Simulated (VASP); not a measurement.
# Tl2CdSnSb4: single point with PBE

Crystal: Tl2CdSnSb4.

```xyz
8
Lattice="-4.1450 4.1450 3.5507 4.1450 -4.1450 3.5507 4.1450 4.1450 -3.5507" Properties=species:S:1:pos:R:3 pbc="T T T"
Tl    0.0000    4.1450    0.0000
Tl    4.1450    0.0000    0.0000
Cd    0.0000    0.0000    3.5507
Sn    0.0000    0.0000    0.0000
Sb    1.5095    1.5095    1.7013
Sb    1.5095   -1.5095    5.4001
Sb    2.6355    2.6355   -1.8494
Sb   -1.5095    1.5095    5.4001
```

```
Program             : VASP 6.6.1
Task                : single point
Functional          : PBE
Potentials or basis : VASP PAW PBE potentials, release 64 (Tl_d, Cd, Sn_d, Sb)
Cutoff              : 520 eV
k mesh              : 6 × 6 × 6
Occupations         : fermi-dirac, width 0.0326 eV
Spin                : no spin polarisation
```

```
Pressure               : 2.9 GPa
Largest force          : 1.298 eV/Å
Band gap on the k mesh : zero (bands 36 and 37 overlap by 0.42 eV)
```

Forces on the atoms (eV/Å):
```
Tl   0.000  0.000  0.000
Tl   0.000  0.000  0.000
Cd   0.000  0.000  0.000
Sn   0.000  0.000  0.000
Sb   0.889  0.889  0.323
Sb   0.889 -0.889 -0.323
Sb  -0.889 -0.889  0.323
Sb  -0.889  0.889 -0.323
```

Stress tensor (GPa, compression positive):
```
1.94 0.00 0.00
0.00 1.94 0.00
0.00 0.00 4.73
```

Levels at points of the mesh, in eV from the Fermi level:
```
           k point  band 33  band 34  band 35  band 36  band 37  band 38  band 39  band 40
(0.00, 0.00, 0.00)    -2.70    -2.39    -0.26    -0.26     0.45     0.59     3.18     4.05
(0.50, 0.00, 0.00)    -1.05    -0.74    -0.50    -0.21    -0.08     0.27     1.75     2.11
(0.50, 0.50, 0.00)    -1.32    -0.74    -0.24    -0.11    -0.08     0.20     1.94     1.99
(0.50, 0.50, 0.50)    -1.29    -1.18     0.22     0.22     0.64     1.12     1.15     2.07
```

Run time: 8.6 min on 1 thread of Intel(R) Xeon(R) Platinum 8259CL CPU @ 2.50GHz (Skylake/Cascade Lake) (shared host), peak memory 0.63 GiB.

Caveat: spin-orbit coupling is left out, which moves the levels of the heavy elements; forces of over 1 eV/Å act on the atoms, so gaps and moduli don't describe the material at rest.
